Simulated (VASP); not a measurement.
Write the native input for VASP 6.6.1 that does the following.

```
Task                   : single point
Functional             : PBE
Potentials or basis    : VASP PAW PBE potentials, release 64 (Se)
Cutoff                 : 520 eV
k mesh                 : 14 × 14 × 14
Occupations            : fermi-dirac, width 0.1 eV
Spin                   : no spin polarisation
Dipole correction      : no
Further INCAR settings : ALGO = Normal; EDIFF = 1e-06; NBANDS = 9
```

The structure of Se lies in POSCAR:

```
Se
1.0
   -1.6477945152      1.6477945152      1.6477945152
    1.6477945152     -1.6477945152      1.6477945152
    1.6477945152      1.6477945152     -1.6477945152
Se
1
Direct
    0.0000000000      0.0000000000      0.0000000000
```

This cell differs from its parent crystal: volume scaled by 0.88.

One way to write it, as run:

INCAR

```
ALGO     = Normal         # electronic algorithm
EDIFF    = 1E-6           # SCF threshold, eV
ENCUT    = 520            # plane-wave cutoff, eV
GGA      = PE             # functional
ISIF     = 2              # what is computed and relaxed
ISMEAR   = -1             # smearing method
LASPH    = True           # aspherical terms in the spheres
LCHARG   = True           # write CHGCAR
LELF     = True           # ELF
LREAL    = False          # projectors in reciprocal space
LVHAR    = True         
LWAVE    = False          # write WAVECAR
NBANDS   = 9              # bands
NELM     = 80             # most SCF steps
PREC     = Accurate       # precision mode
SIGMA    = 0.1            # smearing width, eV
```

KPOINTS

```
k-points
0
Gamma
  14 14 14
```

Potentials or basis: VASP PAW PBE potentials, release 64 (Se).

Run with:

```bash
$ cat potpaw_PBE.64/Se/POTCAR > POTCAR
$ mpirun -np 1 vasp_std > vasp.out
```

Results of the run:

- Pressure: 13.0 GPa
- Band gap on the k mesh: zero (band 3 reaches 10.83 eV, above the bottom of band 4 at 3.42 eV)

Run time: 6.8 s on 1 thread of Intel(R) Xeon(R) Platinum 8488C (Sapphire Rapids) (shared host), peak memory 0.14 GiB.
